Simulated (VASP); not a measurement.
# Ge (Fd-3m) in VASP: a series of runs, part 2 of 2

VASP 6.6.1.

### 4 Single point, LDA

This run uses another cell than the first one, of 23.54 Å³/atom, 1.061 times its volume.

File INCAR:

```
SYSTEM = Ge
PREC = Accurate ; ENCUT = 520
EDIFF = 1E-7 ; ISMEAR = -1
SIGMA = 0.05 ; LREAL = .FALSE.
LASPH = .TRUE. ; NELM = 60
ALGO = Normal ; ISIF = 2
LWAVE = .FALSE. ; LCHARG = .FALSE.
GGA = CA ; NBANDS = 21
```

File KPOINTS:

```
regular mesh
0
G
  8 8 8
  0 0 0
```

File POSCAR:

```
Ge
1.0
    0.0000000000      2.8661367691      2.8661367691
    2.8661367691      0.0000000000      2.8661367691
    2.8661367691      2.8661367691      0.0000000000
Ge
2
Direct
    0.7500000000      0.7500000000      0.7500000000
    0.5000000000      0.5000000000      0.5000000000
```

Potentials or basis: VASP PAW LDA potentials, release 64 (Ge_d).

Launch:

```sh
$ cat potpaw_LDA.64/Ge_d/POTCAR > POTCAR
$ mpirun -np 1 vasp_std > vasp.out
```

OUTCAR:

```text
SYSTEM = Ge
   PREC = Accurate
   ENCUT = 520
   EDIFF = 1E-7
   ISMEAR = -1
   LREAL = .FALSE.
   LASPH = .TRUE.
   NELM = 60
   ISIF = 2
   GGA = CA

 ion  position               nearest neighbor table
   1  0.750  0.750  0.750-   2 2.48   2 2.48   2 2.48   2 2.48
   2  0.500  0.500  0.500-   1 2.48   1 2.48   1 2.48   1 2.48

  LATTYP: Found a face centered cubic cell.
 ALAT       =     5.7322735382

  Lattice vectors:

 A1 = (   0.0000000000,   2.8661367691,   2.8661367691)
 A2 = (   2.8661367691,   0.0000000000,   2.8661367691)
 A3 = (   2.8661367691,   2.8661367691,   0.0000000000)

Analysis of symmetry for initial positions (statically):
=====================================================================
 Subroutine PRICEL returns:
 Original cell was already a primitive cell.

 Routine SETGRP: Setting up the symmetry group for a
 face centered cubic supercell.

 Subroutine GETGRP returns: Found 48 space group operations
 (whereof 24 operations were pure point group operations)
 out of a pool of 48 trial point group operations.

The static configuration has the point symmetry T_d .
 The point group associated with its full space group is O_h .

Analysis of symmetry for dynamics (positions and initial velocities):
=====================================================================
 Subroutine PRICEL returns:
 Original cell was already a primitive cell.

 Routine SETGRP: Setting up the symmetry group for a
 face centered cubic supercell.

 Subroutine GETGRP returns: Found 48 space group operations
 (whereof 24 operations were pure point group operations)
 out of a pool of 48 trial point group operations.

The dynamic configuration has the point symmetry T_d .
 The point group associated with its full space group is O_h .

 Subroutine INISYM returns: Found 48 space group operations
 (whereof 24 operations are pure point group operations),
 and found     1 'primitive' translations

----------------------------------------------------------------------------------------

                                     Primitive cell

  volume of cell :      47.0891

  direct lattice vectors                    reciprocal lattice vectors
     0.000000000  2.866136769  2.866136769    -0.174450852  0.174450852  0.174450852
     2.866136769  0.000000000  2.866136769     0.174450852 -0.174450852  0.174450852
     2.866136769  2.866136769  0.000000000     0.174450852  0.174450852 -0.174450852

  length of vectors
     4.053329490  4.053329490  4.053329490     0.302157738  0.302157738  0.302157738

  position of ions in fractional coordinates (direct lattice)
     0.750000000  0.750000000  0.750000000
     0.500000000  0.500000000  0.500000000

  ion indices of the primitive-cell ions
   primitive index   ion index
                 1           1
                 2           2

----------------------------------------------------------------------------------------

 KPOINTS: regular mesh

Automatic generation of k-mesh.
 Grid dimensions read from file:
 generate k-points for:    8    8    8

 Generating k-lattice:

  Cartesian coordinates                     Fractional coordinates (reciprocal lattice)
    -0.021806356  0.021806356  0.021806356     0.125000000  0.000000000  0.000000000
     0.021806356 -0.021806356  0.021806356     0.000000000  0.125000000  0.000000000
     0.021806356  0.021806356 -0.021806356     0.000000000  0.000000000  0.125000000

  Length of vectors
     0.037769717  0.037769717  0.037769717

  Shift w.r.t. Gamma in fractional coordinates (k-lattice)
     0.000000000  0.000000000  0.000000000

 Subroutine IBZKPT returns following result:
 ===========================================

 Found     29 irreducible k-points:

 Following reciprocal coordinates:
            Coordinates               Weight
  0.000000  0.000000  0.000000      1.000000
  0.125000  0.000000  0.000000      8.000000
  0.250000  0.000000  0.000000      8.000000
  0.375000  0.000000  0.000000      8.000000
  0.500000  0.000000  0.000000      4.000000
  0.125000  0.125000  0.000000      6.000000
[... 16 lines left out ...]
  0.500000  0.250000  0.125000     48.000000
 -0.375000  0.250000  0.125000     24.000000
 [... further k-points ...]
   k-points           NKPTS =     29   k-points in BZ     NKDIM =     29   number of bands    NBANDS=     21
   number of dos      NEDOS =    301   number of ions     NIONS =      2
   total plane-waves  NPLWV =  27000
   dimension x,y,z NGX =    30 NGY =   30 NGZ =   30
   dimension x,y,z NGXF=    60 NGYF=   60 NGZF=   60
   ions per type =               2
   NGX,Y,Z   is equivalent  to a cutoff of  12.30, 12.30, 12.30 a.u.
   NGXF,Y,Z  is equivalent  to a cutoff of  24.61, 24.61, 24.61 a.u.
 SYSTEM =  Ge
   PREC   = accura    normal or accurate (medium, high low for compatibility)
   ISTART =      0    job   : 0-new  1-cont  2-samecut
   ICHARG =      2    charge: 1-file 2-atom 10-const
   ISPIN  =      1    spin polarized calculation?
   LNONCOLLINEAR =      F non collinear calculations
   LSORBIT =      F    spin-orbit coupling
   LASPH  =      T    aspherical Exc in radial PAW
   ENCUT  =  520.0 eV  38.22 Ry    6.18 a.u.   7.54  7.54  7.54*2*pi/ulx,y,z
   NELM   =     60;   NELMIN=  2; NELMDL= -5     # of ELM steps
   EDIFF  = 0.1E-06   stopping-criterion for ELM
   LREAL  =      F    real-space projection
   EDIFFG = 0.1E-05   stopping-criterion for IOM
   NSW    =      0    number of steps for IOM
   IBRION =     -1    ionic relax: 0-MD 1-quasi-New 2-CG
   NFREE  =      0    steps in history (QN), initial steepest desc. (CG)
   ISIF   =      2    stress and relaxation
   ISYM   =      2    0-nonsym 1-usesym 2-fastsym
   POTIM  = 0.5000    time-step for ionic-motion
   TEBEG  =    0.0;   TEEND  =   0.0 temperature during run
   PSTRESS=    0.0 pullay stress
   NELECT =      28.0000    total number of electrons
   NUPDOWN=      -1.0000    fix difference up-down
   EMIN   =  10.00;   EMAX   =-10.00  energy-range for DOS
   EFERMI =   0.00;   METHOD = LEGACY
   ISMEAR =    -1;   SIGMA  =   0.05  broadening in eV -4-tet -1-fermi 0-gaus
   EFERMI_NEDOS =   21; number of points for ismear=-14 and -15
   IALGO  =     38    algorithm
   IMIX   =      4    mixing-type and parameters
     AMIX     =   0.40;   BMIX     =  1.00
     AMIX_MAG =   1.60;   BMIX_MAG =  1.00
  volume/ion in A,a.u.               =      23.54       158.89
  Fermi-wavevector in a.u.,A,eV,Ry     =   1.376641  2.601474 25.784939  1.895140
  Thomas-Fermi vector in A             =   2.501867
   LORBIT       =      0    0 simple, 1 ext, 2 COOP (PROOUT), +10 PAW based schemes
   GGA     = CA    functional components
   LHFCALC =     F    Hartree Fock is set to
   AEXX    =    0.0000 exact exchange contribution
   IVDW    =     0    specifies the selected vdW correction
   LEPSILON=     F    determine dielectric tensor
   LRPA    =     F    only Hartree local field effects (RPA)
 non-spin polarized calculation
  energy-cutoff  :      520.00
  volume of cell :       47.09
 maximum number of plane-waves:      1287
   NGX = 15   NGY = 15   NGZ = 15

 number of electron      27.9999990 magnetization

 Free energy of the ion-electron system (eV)
  ---------------------------------------------------
  ext. energy  EPLUGINS =         0.00000000
  ---------------------------------------------------
  free energy    TOTEN  =       -10.35147966 eV

  energy without entropy =      -10.35024413  energy(sigma->0) =      -10.35086190

 E-fermi :   4.2676     XC(G=0): -10.1043

 val. band max:        4.0322008213   @ k =   0.1250   0.0000   0.0000
 cond. band min:       4.2990888647   @ k =   0.5000   0.0000   0.0000
 fundamental gap:      0.2668880434
 Fermi energy:         4.2675673921

 k-point     1 :       0.0000    0.0000    0.0000
  band No.  band energies     occupation
      1     -20.5370      2.00000
      2     -20.5370      2.00000
      3     -20.5370      2.00000
      4     -20.5033      2.00000
      5     -20.5033      2.00000
      6     -20.3130      2.00000
[... 13 lines left out ...]
     20      13.7912      0.00000
     21      13.7912      0.00000
[... 529 lines left out ...]
 k-point    24 :      -0.3750    0.2500    0.1250
  band No.  band energies     occupation
      1     -20.5783      2.00000
      2     -20.5678      2.00000
      3     -20.4927      2.00000
      4     -20.4474      2.00000
      5     -20.4354      2.00000
      6     -20.3860      2.00000
[... 13 lines left out ...]
     20      15.0748      0.00000
     21      15.5093      0.00000

 [... further k-points ...]

------------------------ aborting loop because EDIFF is reached ----------------------------------------

  FORCE on cell =-STRESS in cart. coord.  units (eV):
  Direction    XX          YY          ZZ          XY          YZ          ZX
  --------------------------------------------------------------------------------------
  -------------------------------------------------------------------------------------
  Total       -1.0230554     -1.0230554     -1.0230554      0.0000000      0.0000000     -0.0000000
  in kB      -34.8087973    -34.8087973    -34.8087973      0.0000000      0.0000000     -0.0000000
  external PRESSURE =     -34.8087973 kB  Pullay stress =       0.0000000 kB

 VOLUME and BASIS-vectors are now :
 -----------------------------------------------------------------------------
  energy-cutoff  :      520.00
  volume of cell :       47.09
      direct lattice vectors                 reciprocal lattice vectors
     0.000000000  2.866136769  2.866136769    -0.174450852  0.174450852  0.174450852
     2.866136769  0.000000000  2.866136769     0.174450852 -0.174450852  0.174450852
     2.866136769  2.866136769  0.000000000     0.174450852  0.174450852 -0.174450852

 POSITION                                       TOTAL-FORCE (eV/Angst)
 -----------------------------------------------------------------------------------
      4.29921      4.29921      4.29921        -0.000000     -0.000000     -0.000000
      2.86614      2.86614      2.86614         0.000000      0.000000      0.000000
 -----------------------------------------------------------------------------------
    total drift:                                0.000000     -0.000000     -0.000000

  FREE ENERGIE OF THE ION-ELECTRON SYSTEM (eV)
  ---------------------------------------------------
  free  energy   TOTEN  =       -10.3514796642 eV

  energy  without entropy=      -10.3502441332  energy(sigma->0) =      -10.35086190
```

OSZICAR:

```text
N       E                     dE             d eps       ncg     rms          rms(c)
DAV:   1     0.194227602226E+03    0.19423E+03   -0.14962E+04  1377   0.355E+03
DAV:   2     0.182904352077E+02   -0.17594E+03   -0.17052E+03  1223   0.622E+02
DAV:   3    -0.950917084241E+01   -0.27800E+02   -0.27596E+02  1418   0.145E+02
DAV:   4    -0.104935279154E+02   -0.98436E+00   -0.98385E+00  1363   0.317E+01
DAV:   5    -0.105099115262E+02   -0.16384E-01   -0.16383E-01  1388   0.458E+00    0.311E+00
DAV:   6    -0.104045629465E+02    0.10535E+00   -0.32972E-02  1378   0.165E+00    0.178E+00
DAV:   7    -0.103507955292E+02    0.53767E-01   -0.65282E-02  1266   0.193E+00    0.135E-01
DAV:   8    -0.103514275829E+02   -0.63205E-03   -0.52203E-03  1403   0.837E-01    0.500E-02
DAV:   9    -0.103514824601E+02   -0.54877E-04   -0.78719E-05  1362   0.884E-02    0.119E-02
DAV:  10    -0.103514796336E+02    0.28265E-05   -0.77499E-06  1628   0.374E-02    0.384E-03
DAV:  11    -0.103514796642E+02   -0.30594E-07   -0.79754E-07  1275   0.803E-03
   1 F= -.10351480E+02 E0= -.10350862E+02  d E =-.123553E-02
```

Wall time 29 s (1 thread of Intel Xeon Platinum 8488C (Sapphire Rapids), shared host); peak memory 0.15 GiB.

Results:

| Item | Value |
| --- | --- |
| Free energy | -10.3515 eV |
| Pressure | -3.5 GPa |
| Band gap on the k mesh | zero (band 14 reaches 4.35 eV, above the bottom of band 15 at 4.30 eV) |

### 5 Summary

```csv
cell,gap on the mesh (eV),pressure (GPa)
"a = 3.974 Å, angles 60.0°, 2 atoms",-,0.3
"a = 4.001 Å, angles 60.0°, 2 atoms",none,-1.1
"a = 4.053 Å, angles 60.0°, 2 atoms",none,-3.5
```

Alike in all rows: task single point; level LDA; potentials or basis VASP PAW LDA potentials, release 64 (Ge_d); no spin polarisation; k mesh 8 × 8 × 8; cutoff (eV) 520; smearing fermi-dirac 0.05 eV.

Total energies depend on the potentials used, so only differences within one code and one set of settings carry meaning.

### 6 How close it comes

Step 3. A measured gap of Ge is 0.807 eV (direct; 300 K; “Electronic and optical properties of SixGe1-x-ySny alloys lattice-matched to Ge”, 2021, arxiv:2109.02782); the calculated 0.00 eV misses it by -0.81 eV. 3 values of this kind are on record (0.666 to 0.807 eV); this one was drawn at random among those near their median. Spin-orbit coupling on Ge is left out. The value is that of LDA on a finite k mesh, which can miss the band edges, without temperature or zero-point motion. Semilocal functionals fall short of measured gaps as a rule.
